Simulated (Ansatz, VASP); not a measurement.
# Two plane-wave programs on Ti3Br

```
Ti Br
1.0
     4.08409    0.00000    0.00000
     0.00000    4.08409    0.00000
     0.00000    0.00000    4.08409
Ti Br
3 1
Direct
  0.00000 0.50000 0.50000
  0.50000 0.00000 0.50000
  0.50000 0.50000 0.00000
  0.00000 0.00000 0.00000
```

Change from the starting cell: species swapped into the MnNi3 type (Pm-3m, No. 221).

Alike in both runs: functional PBE; k mesh 4 × 4 × 4; occupations gaussian, width 0.1 eV; collinear spin.

Ansatz relaxed the structure, and its values are those at the end. VASP's run is a single point on that final structure, the one shown.

|  | VASP | Ansatz |
| --- | --- | --- |
| version | VASP 6.6.1 | Ansatz 0.2.0 |
| potentials or method | VASP PAW PBE potentials, release 64 (Ti_sv, Br), cutoff 520 eV | scalar-relativistic, plane waves, PAW |
| valence electrons in the cell | 43 | 43 |

```csv
,VASP,Ansatz,Ansatz less VASP
gap on the k mesh at the Fermi level (eV),none,none,-
pressure (GPa),0.1,0.1,+0.03
net moment per atom (μB),0.00,0.00,-0.001
```

A gap of «none» marks a metal or a gap that the smearing closes. Ansatz's warnings: seeded moment not kept.

The k mesh is coarse, so the values compare programs but aren't converged.
